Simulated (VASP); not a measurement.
# HfN (I-4m2) in VASP: notebook, part 2 of 2

VASP 6.6.1.

### 3 Single point, r2SCAN (strain +0.030 along x and y, +0.000 along z)

POSCAR reads:

```
HfN
1.0
    0.0000000000      2.5191830855      2.4458088209
    2.5191830855      0.0000000000      2.4458088209
    2.5191830855      2.5191830855      0.0000000000
Hf N
1 1
Direct
    0.0000000000      0.0000000000      0.0000000000
    0.7500000000      0.7500000000      0.7500000000
```

INCAR.step1 reads:

```
SYSTEM = HfN
  PREC = Accurate
  ENCUT = 520
  ISMEAR = 0
  SIGMA = 0.15
  LREAL = .FALSE.
  LASPH = .TRUE.
  NELM = 100
  NBANDS = 14
  GGA = PE
  ALGO = Normal
  EDIFF = 1E-4
  LWAVE = .TRUE.
  LCHARG = .FALSE.
```

INCAR.step2 reads:

```
SYSTEM = HfN
  PREC = Accurate
  ENCUT = 520
  EDIFF = 1E-7
  ISMEAR = 0
  SIGMA = 0.15
  LREAL = .FALSE.
  LASPH = .TRUE.
  NELM = 100
  ALGO = Normal
  ISIF = 2
  LWAVE = .FALSE.
  LCHARG = .FALSE.
  METAGGA = R2SCAN
  LMIXTAU = .TRUE.
  NBANDS = 14
  ISTART = 1
```

KPOINTS reads:

```
regular mesh
0
G
  22 22 22
  0 0 0
```

Potentials or basis: VASP PAW PBE potentials, release 64 (Hf_pv, N).

Started as:

```console
$ cat potpaw_PBE.64/Hf_pv/POTCAR potpaw_PBE.64/N/POTCAR > POTCAR
$ cp INCAR.step1 INCAR
$ mpirun -np 1 vasp_std > vasp.out
$ cp INCAR.step2 INCAR
$ mpirun -np 1 vasp_std > vasp.out
```

OUTCAR:

```text
SYSTEM = HfN
   PREC = Accurate
   ENCUT = 520
   EDIFF = 1E-7
   ISMEAR = 0
   LREAL = .FALSE.
   LASPH = .TRUE.
   NELM = 100
   ISIF = 2
   METAGGA = R2SCAN
   ISTART = 1

 ion  position               nearest neighbor table
   1  0.000  0.000  0.000-   2 2.16   2 2.16   2 2.16   2 2.16
   2  0.750  0.750  0.750-   1 2.16   1 2.16   1 2.16   1 2.16

  LATTYP: Found a body centered tetragonal cell.
 ALAT       =     3.5626628856
 C/A-ratio  =     1.3730228761

  Lattice vectors:

 A1 = (   0.0000000000,  -2.5191830855,  -2.4458088209)
 A2 = (   0.0000000000,   2.5191830855,  -2.4458088209)
 A3 = (   2.5191830855,   0.0000000000,   2.4458088209)

Analysis of symmetry for initial positions (statically):
=====================================================================
 Subroutine PRICEL returns:
 Original cell was already a primitive cell.

 Routine SETGRP: Setting up the symmetry group for a
 body centered tetragonal supercell.

 Subroutine GETGRP returns: Found  8 space group operations
 (whereof  8 operations were pure point group operations)
 out of a pool of 16 trial point group operations.

The static configuration has the point symmetry D_2d.

Analysis of symmetry for dynamics (positions and initial velocities):
=====================================================================
 Subroutine PRICEL returns:
 Original cell was already a primitive cell.

 Routine SETGRP: Setting up the symmetry group for a
 body centered tetragonal supercell.

 Subroutine GETGRP returns: Found  8 space group operations
 (whereof  8 operations were pure point group operations)
 out of a pool of 16 trial point group operations.

The dynamic configuration has the point symmetry D_2d.

 Subroutine INISYM returns: Found  8 space group operations
 (whereof  8 operations are pure point group operations),
 and found     1 'primitive' translations

----------------------------------------------------------------------------------------

                                     Primitive cell

  volume of cell :      31.0436

  direct lattice vectors                    reciprocal lattice vectors
     0.000000000  2.519183085  2.445808821    -0.198477039  0.198477039  0.204431350
     2.519183085  0.000000000  2.445808821     0.198477039 -0.198477039  0.204431350
     2.519183085  2.519183085  0.000000000     0.198477039  0.198477039 -0.204431350

  length of vectors
     3.511162800  3.511162800  3.562662886     0.347244074  0.347244074  0.347244074

  position of ions in fractional coordinates (direct lattice)
     0.000000000  0.000000000  0.000000000
     0.750000000  0.750000000  0.750000000

  ion indices of the primitive-cell ions
   primitive index   ion index
                 1           1
                 2           2

----------------------------------------------------------------------------------------

 KPOINTS: regular mesh

Automatic generation of k-mesh.
 Grid dimensions read from file:
 generate k-points for:   22   22   22

 Generating k-lattice:

  Cartesian coordinates                     Fractional coordinates (reciprocal lattice)
    -0.009021684  0.009021684  0.009292334     0.045454545 -0.000000000  0.000000000
     0.009021684 -0.009021684  0.009292334    -0.000000000  0.045454545  0.000000000
     0.009021684  0.009021684 -0.009292334     0.000000000  0.000000000  0.045454545

  Length of vectors
     0.015783822  0.015783822  0.015783822

  Shift w.r.t. Gamma in fractional coordinates (k-lattice)
     0.000000000  0.000000000  0.000000000

 Subroutine IBZKPT returns following result:
 ===========================================

 Found    834 irreducible k-points:

 Following reciprocal coordinates:
            Coordinates               Weight
  0.000000  0.000000  0.000000      1.000000
  0.045455  0.000000  0.000000      8.000000
  0.090909  0.000000  0.000000      8.000000
  0.136364 -0.000000  0.000000      8.000000
  0.181818 -0.000000  0.000000      8.000000
  0.227273  0.000000  0.000000      8.000000
[... 16 lines left out ...]
  0.500000  0.045455  0.000000      8.000000
 -0.454545  0.045455  0.000000      8.000000
 [... further k-points ...]
   k-points           NKPTS =    834   k-points in BZ     NKDIM =    834   number of bands    NBANDS=     14
   number of dos      NEDOS =    301   number of ions     NIONS =      2
   total plane-waves  NPLWV =  21952
   dimension x,y,z NGX =    28 NGY =   28 NGZ =   28
   dimension x,y,z NGXF=    56 NGYF=   56 NGZF=   56
   ions per type =               1   1
   NGX,Y,Z   is equivalent  to a cutoff of  13.26, 13.26, 13.07 a.u.
   NGXF,Y,Z  is equivalent  to a cutoff of  26.51, 26.51, 26.13 a.u.
 SYSTEM =  HfN
   PREC   = accura    normal or accurate (medium, high low for compatibility)
   ISTART =      1    job   : 0-new  1-cont  2-samecut
   ICHARG =      0    charge: 1-file 2-atom 10-const
   ISPIN  =      1    spin polarized calculation?
   LNONCOLLINEAR =      F non collinear calculations
   LSORBIT =      F    spin-orbit coupling
   LASPH  =      T    aspherical Exc in radial PAW
   ENCUT  =  520.0 eV  38.22 Ry    6.18 a.u.   6.53  6.53  6.62*2*pi/ulx,y,z
   NELM   =    100;   NELMIN=  2; NELMDL=  0     # of ELM steps
   EDIFF  = 0.1E-06   stopping-criterion for ELM
   LREAL  =      F    real-space projection
   EDIFFG = 0.1E-05   stopping-criterion for IOM
   NSW    =      0    number of steps for IOM
   IBRION =     -1    ionic relax: 0-MD 1-quasi-New 2-CG
   NFREE  =      0    steps in history (QN), initial steepest desc. (CG)
   ISIF   =      2    stress and relaxation
   ISYM   =      2    0-nonsym 1-usesym 2-fastsym
   POTIM  = 0.5000    time-step for ionic-motion
   TEBEG  =    0.0;   TEEND  =   0.0 temperature during run
   PSTRESS=    0.0 pullay stress
   NELECT =      15.0000    total number of electrons
   NUPDOWN=      -1.0000    fix difference up-down
   EMIN   =  10.00;   EMAX   =-10.00  energy-range for DOS
   EFERMI =   0.00;   METHOD = LEGACY
   ISMEAR =     0;   SIGMA  =   0.15  broadening in eV -4-tet -1-fermi 0-gaus
   EFERMI_NEDOS =   21; number of points for ismear=-14 and -15
   IALGO  =     38    algorithm
   IMIX   =      4    mixing-type and parameters
     AMIX     =   0.40;   BMIX     =  1.00
     AMIX_MAG =   1.60;   BMIX_MAG =  1.00
  volume/ion in A,a.u.               =      15.52       104.75
  Fermi-wavevector in a.u.,A,eV,Ry     =   1.284639  2.427617 22.453675  1.650299
  Thomas-Fermi vector in A             =   2.416821
   LORBIT       =      0    0 simple, 1 ext, 2 COOP (PROOUT), +10 PAW based schemes
   METAGGA = R2SCAN    functional components
   LHFCALC =     F    Hartree Fock is set to
   AEXX    =    0.0000 exact exchange contribution
   IVDW    =     0    specifies the selected vdW correction
   LEPSILON=     F    determine dielectric tensor
   LRPA    =     F    only Hartree local field effects (RPA)
 non-spin polarized calculation
 Gauss-broadening in eV      SIGMA  =   0.15
  energy-cutoff  :      520.00
  volume of cell :       31.04
 maximum number of plane-waves:       859
 NGX is ok and might be reduce to    28
   NGX = 13   NGY = 13   NGZ = 13

 number of electron      14.9999997 magnetization

 Free energy of the ion-electron system (eV)
  ---------------------------------------------------
  ext. energy  EPLUGINS =         0.00000000
  ---------------------------------------------------
  free energy    TOTEN  =       -57.63385648 eV

  energy without entropy =      -57.62668700  energy(sigma->0) =      -57.63027174

 E-fermi :   5.4400     XC(G=0): -11.6992

 val. band max:        5.4392777792   @ k =   0.3636   0.0455   0.2273
 cond. band min:       5.4466620323   @ k =  -0.4091   0.0455   0.2273
 fundamental gap:      0.0073842531
 Fermi energy:         5.4399985990

 k-point     1 :       0.0000    0.0000    0.0000
  band No.  band energies     occupation
      1     -27.1273      2.00000
      2     -27.1165      2.00000
      3     -27.1165      2.00000
      4     -11.5741      2.00000
      5      -0.1890      2.00000
      6      -0.1890      2.00000
      7      -0.1051      2.00000
      8       4.6158      2.00000
      9       7.5830      0.00000
     10       7.9314      0.00000
     11      11.8370      0.00000
     12      11.8370      0.00000
     13      12.2873      0.00000
     14      16.3652      0.00000
[... 375 lines left out ...]
 k-point    24 :      -0.4545    0.0455    0.0000
  band No.  band energies     occupation
      1     -27.5138      2.00000
      2     -27.1767      2.00000
      3     -27.1766      2.00000
      4     -10.6046      2.00000
      5      -0.5446      2.00000
      6       0.3579      2.00000
      7       0.4690      2.00000
      8       6.8197      0.00000
      9       8.0877      0.00000
     10       8.1993      0.00000
     11       9.9872      0.00000
     12      10.7539      0.00000
     13      10.7669      0.00000
     14      14.7042      0.00000

 [... further k-points ...]
[... 5 lines left out ...]
  --------------------------------------------------------------------------------------
  -------------------------------------------------------------------------------------
  Total       -2.6413541     -2.6413541     -1.7222941      0.0000000      0.0000000      0.0000000
  in kB     -136.3217794   -136.3217794    -88.8885725      0.0000000      0.0000000      0.0000000
  external PRESSURE =    -120.5107104 kB  Pullay stress =       0.0000000 kB

 VOLUME and BASIS-vectors are now :
 -----------------------------------------------------------------------------
  energy-cutoff  :      520.00
  volume of cell :       31.04
      direct lattice vectors                 reciprocal lattice vectors
     0.000000000  2.519183085  2.445808821    -0.198477039  0.198477039  0.204431350
     2.519183085  0.000000000  2.445808821     0.198477039 -0.198477039  0.204431350
     2.519183085  2.519183085  0.000000000     0.198477039  0.198477039 -0.204431350

 POSITION                                       TOTAL-FORCE (eV/Angst)
 -----------------------------------------------------------------------------------
      0.00000      0.00000      0.00000        -0.000000     -0.000000      0.000000
      3.77877      3.77877      3.66871         0.000000      0.000000     -0.000000
 -----------------------------------------------------------------------------------
    total drift:                               -0.000001     -0.000001     -0.000001

  FREE ENERGIE OF THE ION-ELECTRON SYSTEM (eV)
  ---------------------------------------------------
  free  energy   TOTEN  =       -57.6338564846 eV

  energy  without entropy=      -57.6266870001  energy(sigma->0) =      -57.63027174
```

Run time: 33 min. Hardware: 1 thread of Oxide Virtual Turin-like, shared host; peak memory 0.44 GiB.

What came out:

| Item | Value |
| --- | --- |
| Free energy | -57.6339 eV |
| Pressure | -12.1 GPa |
| Band gap on the k mesh | zero (an odd number of electrons rules out a gap without spin polarisation) |

Caveat: the cell differs from its parent crystal (strain +0.030 along x and y, +0.000 along z); the cell stands under tension; the PAW data sets were made with another functional, which shifts forces and pressure a little; spin-orbit coupling is left out, which moves the levels of the heavy elements.
